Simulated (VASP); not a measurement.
# H16CO10 in VASP: a series of runs, part 2 of 3

VASP 6.6.1. Earlier steps stand in the parts before.

## Step 4: Single point, PBE+D3(BJ)

This run uses another cell than the first one, of 11.33 Å³/atom, 1.073 times its volume.

File INCAR:

```
PREC = Accurate
ENCUT = 520
EDIFF = 1E-7
ISMEAR = -1
SIGMA = 0.05
LREAL = Auto
LASPH = True
NELM = 100
ALGO = Normal
ISIF = 2
LWAVE = False
LCHARG = True
GGA = PE
IVDW = 12
LELF = True
LVHAR = True
NBANDS = 59
```

File KPOINTS:

```
Automatic mesh
0
Gamma
  1 1 1
```

File POSCAR:

```
H16CO10
1.0
    6.7386640000      0.0000000000      0.0000000000
    0.0000000000      6.7386640000      0.0000000000
    0.0000000000      0.0000000000      6.7386640000
O H C
10 16 1
Direct
   -0.0011426597      0.6931195857      0.0281064615
    0.3200931223      0.1095024177      0.5824745083
    0.4140880151      0.7596906449      0.9682186261
    0.7986597937      1.0189705259      0.8262617041
    0.0238029378      0.8634500845      0.4954839713
    0.5581225002      0.8917197830      0.3210280257
    0.0070340352      0.4317473018      0.5241098235
    0.5521124069      0.4875447121      0.6454098320
    0.9373519736      0.1417788452      0.2273150880
    0.6666158158      0.3489118911      0.1804215198
   -0.0768846763      0.6051347864      0.1258112884
   -0.1188217724      0.7687577241     -0.0406608788
    0.2015087857      0.0364018743      0.6096905856
    0.3791404350      0.0289671662      0.4742186285
    0.2750100020      0.7328604008      1.0041456289
    0.4645727996      0.6676545974      0.8614615597
    0.8610163676      0.9659481464      0.7101852830
    0.6622380935      1.0019345081      0.7991198255
   -0.0611397155      0.9148104135      0.3833400805
    0.0281213012      0.7209292524      0.4659677349
    0.4940148374      0.8475270469      0.1880788239
    0.5515336571      0.7635934957      0.3999754254
    0.1047982211      0.3237585373      0.5091365291
   -0.0248862386      0.4408589002      0.6664674185
    0.6946183991      0.4544075799      0.6329741326
    0.4946529460      0.3503661853      0.6407501546
    0.8026368431      0.2512961026      0.2002770876
```

Launch:

```console
$ cat potpaw_PBE.64/O/POTCAR potpaw_PBE.64/H/POTCAR potpaw_PBE.64/C/POTCAR > POTCAR
$ mpirun -np 1 vasp_gam > vasp.out
```

Wall time 44 s (1 thread of Intel Xeon Platinum 8488C (Sapphire Rapids), shared host); peak memory 0.32 GiB.

The run converged. Its results:

| Item | Value |
| --- | --- |
| Free energy | -139.9832 eV |
| Pressure | -1.0 GPa |
| Largest force | 4.899 eV/Å |
| Band gap on the k mesh | 4.46 eV |
| Dispersion energy per atom | -0.035 eV |

Forces in eV/Å, atoms in the order of the input:
```
O   -3.021 -0.505  0.273
O    1.016  1.019 -0.274
O    0.429 -0.165 -0.416
O    0.795  0.279  1.115
O   -1.384 -0.085 -1.026
O   -0.818 -1.830 -0.123
O   -0.352  0.217  0.414
O    0.615 -1.010  0.053
O   -0.213  0.766 -0.433
O   -3.165  2.729 -0.714
H    1.110  1.172 -1.250
H    1.996 -0.530  1.015
H   -0.833 -0.739  0.293
H    0.308  0.202 -0.086
H    0.075 -0.265 -0.632
H   -0.771  0.366  0.915
H    0.910 -0.491 -1.202
H   -1.899 -0.080 -0.105
H    0.884 -0.168  0.934
H    0.242 -0.156  0.466
H    0.826  0.320  0.859
H    0.107  1.267 -0.721
H    0.072  0.127  0.250
H    0.639 -0.146 -0.402
H   -0.642  0.381 -0.079
H   -0.294  0.776  0.014
C    3.368 -3.452  0.861
```

Stress tensor (GPa, compression positive):
```
 0.55 -0.12  0.24
-0.12 -1.43  0.18
 0.24  0.18 -2.23
```

Levels at points of the mesh, in eV from the valence-band top:
```tsv
k point	band 37	band 38	band 39	band 40	band 41	band 42	band 43	band 44
(0.00, 0.00, 0.00)	-0.41	-0.35	-0.11	0.00	4.46	6.40	6.74	7.52
```

Caveat: the k points lie up to 0.93 Å⁻¹ apart.

## Step 5: Single point, PBE+D3(BJ)

This run uses another cell than the first one, of 11.33 Å³/atom, 1.073 times its volume.

File INCAR:

```
  ALGO = Normal
  EDIFF = 1E-6
  ENCUT = 520
  GGA = PE
  ISIF = 2
  ISMEAR = -1
  IVDW = 12
  LASPH = T
  LCHARG = F
  LREAL = Auto
  LWAVE = F
  NBANDS = 59
  NELM = 100
  PREC = Accurate
  SIGMA = 0.05
```

File KPOINTS:

```
k-points
0
Gamma
  1 1 1
```

File POSCAR:

```
H16CO10
1.0
    6.7386640000      0.0000000000      0.0000000000
    0.0000000000      6.7386640000      0.0000000000
    0.0000000000      0.0000000000      6.7386640000
O H C
10 16 1
Direct
   -0.0198407281      0.7460826063      0.0204046381
    0.3431540733      0.1380540713      0.5518601313
    0.4184063785      0.7110756672      0.9955534213
    0.8085133789      1.0188666478      0.7879455037
    0.0250346359      0.8018948563      0.5033638715
    0.5807382591      0.8323905154      0.3449645212
   -0.0097497071      0.4078850051      0.5500496834
    0.5504800358      0.4720223475      0.6472499593
    0.9566584712      0.1644094438      0.2178918551
    0.6698211990      0.3479918275      0.1856451071
   -0.1354422776      0.6934312202      0.0724772744
   -0.0674169242      0.8552882292     -0.0865156654
    0.2425406579      0.0297239928      0.5532105474
    0.4531313625      0.0682182700      0.4815049393
    0.2896271427      0.6441336146      0.9828357669
    0.5044471723      0.6296648713      0.9034283353
    0.8550359537      0.9465822899      0.6753861003
    0.6717206853      0.9953456650      0.7843097682
    0.0140680705      0.8460430732      0.3650130055
    0.0047338760      0.6650873229      0.5073112415
    0.5189455952      0.7844433259      0.2166898364
    0.5378662595      0.7354425150      0.4353088387
    0.1128413585      0.3221558457      0.5343640817
   -0.0058468563      0.4292839055      0.6936834957
    0.6851061279      0.4295361811      0.6272311544
    0.4584291486      0.3567175927      0.6553079364
    0.8155474141      0.2545756844      0.2028888812
```

Launch:

```console
$ cat potpaw_PBE.64/O/POTCAR potpaw_PBE.64/H/POTCAR potpaw_PBE.64/C/POTCAR > POTCAR
$ mpirun -np 1 vasp_gam > vasp.out
```

It took 40 s on 1 thread of Intel Xeon Platinum 8488C (Sapphire Rapids), shared host; peak memory 0.32 GiB.

Results (log left out):

- Free energy: -139.8447 eV
- Pressure: 1.4 GPa
- Largest force: 4.691 eV/Å
- Band gap on the k mesh: 4.44 eV
- Dispersion energy per atom: -0.035 eV

Forces in eV/Å, atoms in the order of the input:
```
O    1.973  2.100 -2.614
O   -0.344 -1.011 -0.132
O    0.683 -1.001 -1.076
O    1.422  0.953  0.897
O    0.521  3.634 -0.205
O    0.144  1.342 -1.767
O    1.179 -0.741  0.679
O   -1.021  0.696  0.628
O    3.952 -2.502  0.360
O   -0.524  0.372 -0.120
H   -2.362 -0.905  1.028
H    0.346 -1.593  2.186
H    0.305  0.326  0.248
H   -0.311  0.225 -0.207
H   -0.046  0.557  0.300
H   -0.699  0.557  0.558
H    0.944 -0.712 -1.788
H   -2.312 -0.244  0.311
H   -0.138 -0.331  0.213
H   -0.167 -2.708 -0.191
H    0.135  0.385  0.420
H   -0.434 -1.623  1.516
H   -0.906  0.630 -0.334
H   -0.158  0.044  0.028
H    0.318 -0.651 -0.221
H    0.843  0.210 -0.318
C   -3.342  1.990 -0.399
```

Stress tensor (GPa, compression positive):
```
 3.01 -0.30 -0.40
-0.30  1.26 -0.66
-0.40 -0.66 -0.15
```

Levels at points of the mesh, in eV from the valence-band top:
| k point | band 36 | band 37 | band 38 | band 39 | band 40 | band 41 | band 42 | band 43 | band 44 | band 45 |
| --- | --- | --- | --- | --- | --- | --- | --- | --- | --- | --- |
| (0.00, 0.00, 0.00) | -0.71 | -0.56 | -0.34 | -0.12 | 0.00 | 4.44 | 6.73 | 6.83 | 7.43 | 7.77 |

Caveat: the k points lie up to 0.93 Å⁻¹ apart.

## Step 6: Single point, PBE+D3(BJ)

This run uses another cell than the first one, of 11.37 Å³/atom, 1.077 times its volume.

File INCAR:

```
SYSTEM = H16CO10
PREC = Accurate ; ENCUT = 520
EDIFF = 1E-6 ; ISMEAR = -1
SIGMA = 0.05 ; LREAL = Auto
LASPH = .True. ; NELM = 60
ALGO = Normal ; ISIF = 2
LWAVE = .False. ; LCHARG = .True.
GGA = PE ; IVDW = 12
LELF = .True. ; LVHAR = .True.
NBANDS = 59
```

File KPOINTS:

```
Automatic mesh
0
Gamma
  1 1 1
  0 0 0
```

File POSCAR:

```
H16CO10
1.0
    6.7468000000      0.0000000000      0.0000000000
    0.0000000000      6.7468000000      0.0000000000
    0.0000000000      0.0000000000      6.7468000000
O H C
10 16 1
Direct
   -0.0372917531      0.7611312029      0.0864409794
    0.3397758938      0.0977648663      0.5414715124
    0.3885101085      0.7833046778      0.9942046600
    0.7821485741      1.0359874311      0.7931167368
    0.0464220075      0.8342177032      0.5063882137
    0.5867818818      0.8127704986      0.3782533942
   -0.0254639236      0.4210144068      0.5822019328
    0.5105383293      0.4711270528      0.6772692239
    0.9613149938      0.1621805893      0.2182367937
    0.6600758878      0.3401760835      0.1824124029
   -0.1538062489      0.6708365447      0.1054277583
   -0.0942372680      0.8471719926     -0.0188237387
    0.2079949013      0.0403895180      0.5487638584
    0.4290330231     -0.0026679315      0.4825991581
    0.2471690283      0.7899448627      0.9751141282
    0.4406237031      0.7251882374      0.8752890259
    0.8057153021      0.9791308472      0.6561925654
    0.6409705342      1.0763176617      0.7970445248
    0.0191053536      0.8161795221      0.3738068418
    0.0270795044      0.7029406533      0.5732495405
    0.5094859785      0.8001422897      0.2559139147
    0.5444358807      0.7018141934      0.4639532816
    0.0652753898      0.3283037885      0.5116055019
   -0.0591984348      0.3606746902      0.7136568447
    0.6283867908      0.3998488172      0.6343748147
    0.4198138377      0.3655955416      0.6441868738
    0.8063378194      0.2475840398      0.2047044525
```

Potentials or basis: VASP PAW PBE potentials, release 64 (O, H, C).

Launch:

```console
$ cat potpaw_PBE.64/O/POTCAR potpaw_PBE.64/H/POTCAR potpaw_PBE.64/C/POTCAR > POTCAR
$ mpirun -np 1 vasp_gam > vasp.out
```

Run time: 41 s. Hardware: 1 thread of Intel Xeon Platinum 8488C (Sapphire Rapids), shared host; peak memory 0.32 GiB.

The run converged. Its results:

```yaml
Free_energy: -140.1391 eV
Pressure: -1.1 GPa
Largest_force: 3.984 eV/Å
Band_gap_on_the_k_mesh: 4.32 eV
Dispersion_energy_per_atom: -0.035 eV
```

Forces in eV/Å, atoms in the order of the input:
```
O   -1.508 -0.776 -0.631
O    0.579  1.251  0.405
O    0.433  0.502  0.605
O   -0.313 -0.113 -1.070
O    0.267 -0.292  3.964
O   -0.184 -0.086  0.432
O    0.010 -0.625  0.637
O    0.657  0.251 -0.115
O   -1.761  0.966  0.044
O    0.097 -0.223  0.123
H    1.066  0.561  0.158
H    0.222  0.231  0.376
H   -0.095 -0.877 -0.065
H   -0.180 -0.092 -0.140
H   -0.581 -0.124  0.194
H    0.277 -0.538 -0.536
H   -0.071  0.363  1.093
H    0.503 -0.443 -0.061
H   -0.769 -0.456 -3.272
H    0.179  0.690 -0.751
H   -0.143 -0.162 -0.356
H    0.108  0.049 -0.243
H   -0.513  0.491  0.687
H    0.564  0.098 -1.172
H    0.618  0.517  0.014
H   -1.196 -0.580 -0.132
C    1.735 -0.583 -0.188
```

Stress tensor (GPa, compression positive):
```
-1.10  1.09  0.80
 1.09 -1.53  0.62
 0.80  0.62 -0.54
```

Levels at points of the mesh, in eV from the valence-band top:
| k point | band 37 | band 38 | band 39 | band 40 | band 41 | band 42 | band 43 | band 44 |
| --- | --- | --- | --- | --- | --- | --- | --- | --- |
| (0.00, 0.00, 0.00) | -0.46 | -0.32 | -0.24 | 0.00 | 4.32 | 5.95 | 6.05 | 7.36 |

Caveat: the k points lie up to 0.93 Å⁻¹ apart.

(Continued in part 3 of 3.)
